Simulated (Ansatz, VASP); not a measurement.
**BaTiO3: VASP beside Ansatz**

```xyz
5
Lattice="2.8401 1.6397 2.3314 -2.8401 1.6397 2.3314 0.0000 -3.2794 2.3314" Properties=species:S:1:pos:R:3 pbc="T T T"
Ba    0.0000    0.0000    0.3195
Ti    0.0000    0.0000    3.6108
O     0.0000   -1.6082    4.5688
O    -1.3928    0.8041    4.5688
O     1.3928    0.8041    4.5688
```

Alike in both runs: task single point; functional r2SCAN; k mesh 6 × 6 × 6; occupations gaussian, width 0.05 eV; no spin polarisation.

```csv
,VASP,Ansatz
version,VASP 6.6.1,Ansatz 0.2.0
potentials or method,"VASP PAW PBE potentials, release 64 (Ba_sv, Ti_sv, O), cutoff 520 eV","scalar-relativistic, plane waves, PAW"
valence electrons in the cell,40,40
```

Ansatz gave:

- gap on the k mesh at the Fermi level (eV): 2.85
- least direct gap on the mesh (eV): 3.37
- pressure (GPa): 3.3
- traceless stress, the component that is largest in VASP (GPa): 3.07
- rms of the force components (eV/Å): 0.689

Task: What did VASP give for the same quantities?

Result: gap on the k mesh at the Fermi level (eV): 2.85; least direct gap on the mesh (eV): 3.39; pressure (GPa): 5.5; traceless stress, the component that is largest in VASP (GPa): 3.32; rms of the force components (eV/Å): 0.762.

VASP's potentials were made for PBE, not for r2SCAN. Atom by atom the forces differ by 0.106 eV/Å (rms over components).

Neither program's run includes spin-orbit coupling.
